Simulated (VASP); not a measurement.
# CaO: single point with r2SCAN

CaO:

```xyz
2
Lattice="0.0000 2.2531 2.4490 2.2531 0.0000 2.4490 2.2531 2.2531 0.0000" Properties=species:S:1:pos:R:3 pbc="T T T"
Ca    0.0000    0.0000    0.0000
O     2.2531    2.2531    2.4490
```

This cell differs from its parent crystal: strain -0.080 along x and y, +0.000 along z.

* Program: VASP 6.6.1
* Task: single point
* Functional: r2SCAN
* Potentials or basis: VASP PAW PBE potentials, release 64 (Ca_sv, O)
* Cutoff: 520 eV
* k mesh: 8 × 8 × 8
* Occupations: gaussian, width 0.05 eV
* Spin: no spin polarisation

```yaml
Pressure: 19.1 GPa
Band_gap_on_the_k_mesh: 3.97 eV, indirect (least direct gap 4.32 eV)
```

Stress tensor (GPa, compression positive):
```
26.85  0.00  0.00
 0.00 26.85  0.00
 0.00  0.00  3.62
```

Levels at points of the mesh, in eV from the valence-band top:
| k point | band 5 | band 6 | band 7 | band 8 | band 9 | band 10 | band 11 | band 12 |
| --- | --- | --- | --- | --- | --- | --- | --- | --- |
| (0.00, 0.00, 0.00) | -16.80 | -0.28 | 0.00 | 0.00 | 5.89 | 6.62 | 7.27 | 7.27 |
| (0.50, 0.00, 0.00) | -14.83 | -2.98 | -1.59 | -1.58 | 8.13 | 9.57 | 9.71 | 9.95 |
| (0.50, 0.50, 0.00) | -16.61 | -1.67 | -0.27 | -0.27 | 4.24 | 9.52 | 10.22 | 10.87 |
| (0.50, 0.00, 0.50) | -16.63 | -1.08 | -0.64 | -0.35 | 3.97 | 9.32 | 10.48 | 10.52 |

It took 64 s on 1 thread of Intel(R) Xeon(R) Platinum 8559C (Emerald Rapids), with other jobs on the host, peak memory 0.16 GiB.

Caveat: the cell differs from its parent crystal (strain -0.080 along x and y, +0.000 along z); the PAW data sets were made with another functional, which shifts forces and pressure a little. A k mesh can miss the band edges.
